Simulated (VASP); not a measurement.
# As (Fd-3m) in VASP: further runs

The runs below take As through single point, with PBE.

Program: VASP 6.6.1. These are calculated values, not measurements. Logs are shortened: lines on timing, memory, paths and dates and some standing lists are left out, and cuts for length are marked.

### Step 1. The cell of the first run

Symmetry: Fd-3m, No. 227, cubic system. The conventional cell has a = 6.116 Å, b = 6.116 Å, c = 6.116 Å, α = 90.00°, β = 90.00°, γ = 90.00°. As (site symmetry -43m) has 4 As at 2.65 Å within 3.5 Å.

### Step 2. Single point, PBE

The input, INCAR:

```
ALGO = Normal
EDIFF = 1E-6
ENCUT = 520
GGA = PE
ISIF = 2
ISMEAR = -1
LASPH = T
LCHARG = T
LELF = T
LREAL = F
LVHAR = T
LWAVE = F
NBANDS = 12
NELM = 80
PREC = Accurate
SIGMA = 0.1
```

The input, KPOINTS:

```
k-points
0
Gamma
  9 9 9
```

The input, POSCAR:

```
As
1.0
    0.0000000000      3.0580591010      3.0580591010
    3.0580591010      0.0000000000      3.0580591010
    3.0580591010      3.0580591010      0.0000000000
As
2
Direct
    0.1250000000      0.1250000000      0.1250000000
    0.8750000000      0.8750000000      0.8750000000
```

Potentials or basis: VASP PAW PBE potentials, release 64 (As).

Launch:

```sh
> cat potpaw_PBE.64/As/POTCAR > POTCAR
> mpirun -np 1 vasp_std > vasp.out
```

OUTCAR:

```text
EDIFF = 1E-6
   ENCUT = 520
   GGA = PE
   ISIF = 2
   ISMEAR = -1
   LASPH = T
   LREAL = F
   NELM = 80
   PREC = Accurate

 ion  position               nearest neighbor table
   1  0.125  0.125  0.125-   2 2.65   2 2.65   2 2.65   2 2.65
   2  0.875  0.875  0.875-   1 2.65   1 2.65   1 2.65   1 2.65

  LATTYP: Found a face centered cubic cell.
 ALAT       =     6.1161182020

  Lattice vectors:

 A1 = (   0.0000000000,   3.0580591010,   3.0580591010)
 A2 = (   3.0580591010,   0.0000000000,   3.0580591010)
 A3 = (   3.0580591010,   3.0580591010,   0.0000000000)

Analysis of symmetry for initial positions (statically):
=====================================================================
 Subroutine PRICEL returns:
 Original cell was already a primitive cell.

 Routine SETGRP: Setting up the symmetry group for a
 face centered cubic supercell.

 Subroutine GETGRP returns: Found 48 space group operations
 (whereof 12 operations were pure point group operations)
 out of a pool of 48 trial point group operations.

The static configuration has the point symmetry D_3d.
 The point group associated with its full space group is O_h .

Analysis of symmetry for dynamics (positions and initial velocities):
=====================================================================
 Subroutine PRICEL returns:
 Original cell was already a primitive cell.

 Routine SETGRP: Setting up the symmetry group for a
 face centered cubic supercell.

 Subroutine GETGRP returns: Found 48 space group operations
 (whereof 12 operations were pure point group operations)
 out of a pool of 48 trial point group operations.

The dynamic configuration has the point symmetry D_3d.
 The point group associated with its full space group is O_h .

 Subroutine INISYM returns: Found 48 space group operations
 (whereof 12 operations are pure point group operations),
 and found     1 'primitive' translations

----------------------------------------------------------------------------------------

                                     Primitive cell

  volume of cell :      57.1963

  direct lattice vectors                    reciprocal lattice vectors
     0.000000000  3.058059101  3.058059101    -0.163502399  0.163502399  0.163502399
     3.058059101  0.000000000  3.058059101     0.163502399 -0.163502399  0.163502399
     3.058059101  3.058059101  0.000000000     0.163502399  0.163502399 -0.163502399

  length of vectors
     4.324748655  4.324748655  4.324748655     0.283194463  0.283194463  0.283194463

  position of ions in fractional coordinates (direct lattice)
     0.125000000  0.125000000  0.125000000
     0.875000000  0.875000000  0.875000000

  ion indices of the primitive-cell ions
   primitive index   ion index
                 1           1
                 2           2

----------------------------------------------------------------------------------------

 KPOINTS: k-points

Automatic generation of k-mesh.
 Grid dimensions read from file:
 generate k-points for:    9    9    9

 Generating k-lattice:

  Cartesian coordinates                     Fractional coordinates (reciprocal lattice)
    -0.018166933  0.018166933  0.018166933     0.111111111  0.000000000  0.000000000
     0.018166933 -0.018166933  0.018166933     0.000000000  0.111111111  0.000000000
     0.018166933  0.018166933 -0.018166933     0.000000000  0.000000000  0.111111111

  Length of vectors
     0.031466051  0.031466051  0.031466051

  Shift w.r.t. Gamma in fractional coordinates (k-lattice)
     0.000000000  0.000000000  0.000000000

 Subroutine IBZKPT returns following result:
 ===========================================

 Found     35 irreducible k-points:

 Following reciprocal coordinates:
            Coordinates               Weight
  0.000000  0.000000  0.000000      1.000000
  0.111111  0.000000  0.000000      8.000000
  0.222222  0.000000  0.000000      8.000000
  0.333333  0.000000  0.000000      8.000000
  0.444444  0.000000  0.000000      8.000000
  0.111111  0.111111  0.000000      6.000000
[... 16 lines left out ...]
 -0.333333  0.333333  0.000000     12.000000
  0.444444  0.444444  0.000000      6.000000
 [... further k-points ...]
   k-points           NKPTS =     35   k-points in BZ     NKDIM =     35   number of bands    NBANDS=     12
   number of dos      NEDOS =    301   number of ions     NIONS =      2
   total plane-waves  NPLWV =  32768
   dimension x,y,z NGX =    32 NGY =   32 NGZ =   32
   dimension x,y,z NGXF=    64 NGYF=   64 NGZF=   64
   ions per type =               2
   NGX,Y,Z   is equivalent  to a cutoff of  12.30, 12.30, 12.30 a.u.
   NGXF,Y,Z  is equivalent  to a cutoff of  24.60, 24.60, 24.60 a.u.
 SYSTEM =  unknown system
   PREC   = accura    normal or accurate (medium, high low for compatibility)
   ISTART =      0    job   : 0-new  1-cont  2-samecut
   ICHARG =      2    charge: 1-file 2-atom 10-const
   ISPIN  =      1    spin polarized calculation?
   LNONCOLLINEAR =      F non collinear calculations
   LSORBIT =      F    spin-orbit coupling
   LASPH  =      T    aspherical Exc in radial PAW
   ENCUT  =  520.0 eV  38.22 Ry    6.18 a.u.   8.04  8.04  8.04*2*pi/ulx,y,z
   NELM   =     80;   NELMIN=  2; NELMDL= -5     # of ELM steps
   EDIFF  = 0.1E-05   stopping-criterion for ELM
   LREAL  =      F    real-space projection
   EDIFFG = 0.1E-04   stopping-criterion for IOM
   NSW    =      0    number of steps for IOM
   IBRION =     -1    ionic relax: 0-MD 1-quasi-New 2-CG
   NFREE  =      0    steps in history (QN), initial steepest desc. (CG)
   ISIF   =      2    stress and relaxation
   ISYM   =      2    0-nonsym 1-usesym 2-fastsym
   POTIM  = 0.5000    time-step for ionic-motion
   TEBEG  =    0.0;   TEEND  =   0.0 temperature during run
   PSTRESS=    0.0 pullay stress
   NELECT =      10.0000    total number of electrons
   NUPDOWN=      -1.0000    fix difference up-down
   EMIN   =  10.00;   EMAX   =-10.00  energy-range for DOS
   EFERMI =   0.00;   METHOD = LEGACY
   ISMEAR =    -1;   SIGMA  =   0.10  broadening in eV -4-tet -1-fermi 0-gaus
   EFERMI_NEDOS =   21; number of points for ismear=-14 and -15
   IALGO  =     38    algorithm
   IMIX   =      4    mixing-type and parameters
     AMIX     =   0.40;   BMIX     =  1.00
     AMIX_MAG =   1.60;   BMIX_MAG =  1.00
  volume/ion in A,a.u.               =      28.60       192.99
  Fermi-wavevector in a.u.,A,eV,Ry     =   0.915417  1.729887 11.401522  0.837988
  Thomas-Fermi vector in A             =   2.040156
   LORBIT       =      0    0 simple, 1 ext, 2 COOP (PROOUT), +10 PAW based schemes
   GGA     = PE    functional components
   LHFCALC =     F    Hartree Fock is set to
   AEXX    =    0.0000 exact exchange contribution
   IVDW    =     0    specifies the selected vdW correction
   LEPSILON=     F    determine dielectric tensor
   LRPA    =     F    only Hartree local field effects (RPA)
 non-spin polarized calculation
  energy-cutoff  :      520.00
  volume of cell :       57.20
 maximum number of plane-waves:      1558
   NGX = 17   NGY = 17   NGZ = 17

 number of electron      10.0000000 magnetization

 number of electron       9.9999997 magnetization

 Free energy of the ion-electron system (eV)
  ---------------------------------------------------
  ext. energy  EPLUGINS =         0.00000000
  ---------------------------------------------------
  free energy    TOTEN  =        -8.72022306 eV

  energy without entropy =       -8.67178772  energy(sigma->0) =       -8.69600539

 E-fermi :   2.8837     XC(G=0):  -8.5676

 val. band max:        2.8726594351   @ k =  -0.4444   0.4444   0.1111
 cond. band min:       2.8916844344   @ k =   0.4444   0.3333   0.0000
 fundamental gap:      0.0190249993
 Fermi energy:         2.8836954801

 k-point     1 :       0.0000    0.0000    0.0000
  band No.  band energies     occupation
      1     -10.7190      2.00000
      2      -3.1228      2.00000
      3       0.8375      2.00000
      4       0.8375      2.00000
      5       0.8375      2.00000
      6       3.5622      0.00226
      7       3.5622      0.00226
      8       3.5622      0.00226
      9       7.7650      0.00000
     10      10.8055      0.00000
     11      10.8055      0.00000
     12      12.5926      0.00000

 k-point     2 :       0.1111    0.0000    0.0000
  band No.  band energies     occupation
      1     -10.6132      2.00000
      2      -3.5825      2.00000
      3       0.6814      2.00000
      4       0.6814      2.00000
      5       0.8676      2.00000
      6       3.7912      0.00023
      7       3.7912      0.00023
      8       3.8197      0.00017
      9       8.2893      0.00000
     10      10.3645      0.00000
     11      10.3645      0.00000
     12      12.1434      0.00000

 k-point     3 :       0.2222    0.0000    0.0000
  band No.  band energies     occupation
      1     -10.3088      2.00000
      2      -4.5918      2.00000
      3       0.3673      2.00000
      4       0.3673      2.00000
      5       0.7123      2.00000
      6       4.2553      0.00000
      7       4.2553      0.00000
      8       4.7443      0.00000
      9       9.2762      0.00000
     10      10.0351      0.00000
     11      10.0351      0.00000
     12      11.8099      0.00000

 k-point     4 :       0.3333    0.0000    0.0000
  band No.  band energies     occupation
      1      -9.8620      2.00000
      2      -5.6614      2.00000
      3       0.0905      2.00000
      4       0.0905      2.00000
      5       0.4436      2.00000
      6       4.6191      0.00000
      7       4.6191      0.00000
      8       6.1372      0.00000
      9       9.5904      0.00000
     10      10.3741      0.00000
     11      10.3741      0.00000
     12      12.1183      0.00000

 k-point     5 :       0.4444    0.0000    0.0000
  band No.  band energies     occupation
      1      -9.4521      2.00000
      2      -6.4175      2.00000
      3      -0.0621      2.00000
      4      -0.0621      2.00000
      5       0.2705      2.00000
      6       4.7702      0.00000
      7       4.7702      0.00000
      8       7.4349      0.00000
      9       9.7503      0.00000
     10      11.0608      0.00000
     11      11.3278      0.00000
     12      11.3278      0.00000
[... 228 lines left out ...]
      1      -9.0112      2.00000
      2      -6.8866      2.00000
      3      -1.2004      2.00000
      4      -0.9253      2.00000
      5       2.3704      1.98827
      6       2.8917      0.96008
      7       6.8621      0.00000
      8       7.0702      0.00000
      9       9.3514      0.00000
     10      11.1604      0.00000
     11      12.8346      0.00000
     12      13.8291      0.00000

 k-point    22 :      -0.4444    0.3333    0.0000
  band No.  band energies     occupation
      1      -8.5768      2.00000
      2      -7.4205      2.00000
      3      -1.6808      2.00000
      4      -0.8649      2.00000
      5       2.3472      1.99069
      6       3.9923      0.00003
      7       6.6443      0.00000
      8       6.9046      0.00000
      9       9.1093      0.00000
     10      11.3535      0.00000
     11      11.5805      0.00000
     12      14.6742      0.00000

 k-point    23 :      -0.3333    0.3333    0.0000
  band No.  band energies     occupation
      1      -8.7289      2.00000
      2      -7.2393      2.00000
      3      -1.8780      2.00000
      4      -0.6314      2.00000
      5       2.3203      1.99288
      6       5.1060      0.00000
      7       6.2282      0.00000
      8       6.2942      0.00000
      9       8.4290      0.00000
     10      10.4641      0.00000
     11      12.1173      0.00000
     12      14.5764      0.00000

 k-point    24 :       0.4444    0.4444    0.0000
  band No.  band energies     occupation
      1      -8.5600      2.00000
      2      -7.4538      2.00000
      3      -1.0902      2.00000
      4      -1.0902      2.00000
      5       2.2177      1.99744
      6       2.4219      1.98045
      7       7.7223      0.00000
      8       7.7223      0.00000
      9       9.6046      0.00000
     10      11.1170      0.00000
     11      13.4889      0.00000
     12      13.4889      0.00000

 [... further k-points ...]
[... 5 lines left out ...]
  --------------------------------------------------------------------------------------
  -------------------------------------------------------------------------------------
  Total        0.0512361      0.0512361      0.0512361      0.0000000     -0.0000000     -0.0000000
  in kB        1.4352207      1.4352207      1.4352207      0.0000000     -0.0000000     -0.0000000
  external PRESSURE =       1.4352207 kB  Pullay stress =       0.0000000 kB

 VOLUME and BASIS-vectors are now :
 -----------------------------------------------------------------------------
  energy-cutoff  :      520.00
  volume of cell :       57.20
      direct lattice vectors                 reciprocal lattice vectors
     0.000000000  3.058059101  3.058059101    -0.163502399  0.163502399  0.163502399
     3.058059101  0.000000000  3.058059101     0.163502399 -0.163502399  0.163502399
     3.058059101  3.058059101  0.000000000     0.163502399  0.163502399 -0.163502399

 POSITION                                       TOTAL-FORCE (eV/Angst)
 -----------------------------------------------------------------------------------
      0.76451      0.76451      0.76451         0.000000      0.000000      0.000000
      5.35160      5.35160      5.35160        -0.000000     -0.000000     -0.000000
 -----------------------------------------------------------------------------------
    total drift:                                0.000000      0.000000     -0.000000

  FREE ENERGIE OF THE ION-ELECTRON SYSTEM (eV)
  ---------------------------------------------------
  free  energy   TOTEN  =        -8.7202230551 eV

  energy  without entropy=       -8.6717877150  energy(sigma->0) =       -8.69600539
```

It took 40 s on 1 thread of AMD EPYC 7R13, shared host; peak memory 0.15 GiB.

Results:

```yaml
Free_energy: -8.7202 eV
Pressure: 0.1 GPa
Band_gap_on_the_k_mesh: zero (band 5 reaches 3.50 eV, above the bottom of band 6 at 2.42 eV)
```

Levels at points of the mesh, in eV from the Fermi level:
```
           k point  band 3  band 4  band 5  band 6  band 7  band 8
(0.00, 0.00, 0.00)   -2.05   -2.05   -2.05    0.68    0.68    0.68
```

### Step 3. Single point, PBE (volume scaled by 0.88)

The input, INCAR:

```
SYSTEM = As
ALGO = Normal
EDIFF = 1E-6
ENCUT = 520
GGA = PE
ISIF = 2
ISMEAR = -1
LASPH = .True.
LCHARG = .False.
LREAL = .False.
LWAVE = .False.
NBANDS = 12
NELM = 100
PREC = Accurate
SIGMA = 0.1
```

The input, KPOINTS:

```
k-points
0
Gamma
  10 10 10
  0 0 0
```

The input, POSCAR:

```
As
1.0
    0.0000000000      2.9304890201      2.9304890201
    2.9304890201      0.0000000000      2.9304890201
    2.9304890201      2.9304890201      0.0000000000
As
2
Direct
    0.1250000000      0.1250000000      0.1250000000
    0.8750000000      0.8750000000      0.8750000000
```

Potentials or basis: VASP PAW PBE potentials, release 64 (As).

Launch:

```sh
> cat potpaw_PBE.64/As/POTCAR > POTCAR
> mpirun -np 1 vasp_std > vasp.out
```

Wall time 49 s (1 thread of AMD EPYC 7R13, shared host); peak memory 0.15 GiB.

The run converged. Its results:

| Property | Result |
| --- | --- |
| Free energy | -8.5855 eV |
| Pressure | 7.5 GPa |
| Band gap on the k mesh | zero (band 5 reaches 5.00 eV, above the bottom of band 6 at 3.21 eV) |

Levels at points of the mesh, in eV from the Fermi level:
```csv
k point,band 1,band 2,band 3,band 4,band 5,band 6,band 7,band 8,band 9,band 10
"(0.00, 0.00, 0.00)",-14.53,-5.25,-2.31,-2.31,-2.31,0.60,0.60,0.60,4.99,7.99
"(0.50, 0.00, 0.00)",-12.95,-9.79,-3.37,-3.37,-2.68,1.91,1.91,5.51,7.37,8.11
"(0.50, 0.50, 0.00)",-11.40,-11.40,-4.59,-4.59,-0.78,-0.78,5.76,5.76,8.15,8.15
```
